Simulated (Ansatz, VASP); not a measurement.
HfO2 in VASP and in Ansatz

```
Hf O
1.0
     5.01352    0.00000    0.00000
     0.00000    5.07984    0.00000
    -0.84113    0.00000    5.10743
Hf O
4 8
Cartesian
  1.2179 0.2065 1.0629
  3.3751 2.7465 1.4908
  2.9545 4.8733 4.0445
  0.7973 2.3334 3.6167
  1.8041 3.8646 2.4849
  2.7889 1.3246 0.0689
  2.3683 1.2153 2.6226
  1.3835 3.7552 5.0386
  0.1620 1.8531 1.6219
  4.4309 4.3930 0.9318
  4.0103 3.2267 3.4855
  -0.2585 0.6868 4.1756
```

Change from the starting cell: volume scaled by 0.94, ions relaxed.

Alike in both runs: functional PBE; k mesh 6 × 6 × 6; occupations fermi-dirac, width 0.02 eV; no spin polarisation.

Ansatz relaxed the structure, and its values are those at the end. VASP's run is a single point on that final structure, the one shown.

```csv
,VASP,Ansatz
version,VASP 6.6.1,Ansatz 0.2.0
potentials or method,"VASP PAW PBE potentials, release 64 (Hf_pv, O)","plane-wave PAW, scalar-relativistic"
plane-wave cutoff (eV),520,420
valence electrons in the cell,88,152
```

|  | VASP | Ansatz | Ansatz less VASP |
| --- | --- | --- | --- |
| gap on the k mesh at the Fermi level (eV) | 4.31 | 4.34 | +0.031 |
| pressure (GPa) | 14.8 | 18.3 | +3.52 |
| rms of the force components (eV/Å) | 0.037 | 0.009 | -0.0283 |

The functional is the same, so the differences come from potentials, cutoffs and numerics. VASP's potentials hold 88 valence electrons a cell and Ansatz's 152, so a difference there can come from the potentials and not from the codes. Ansatz's warnings: stress scf threshold loose.

Spin-orbit coupling is off throughout.
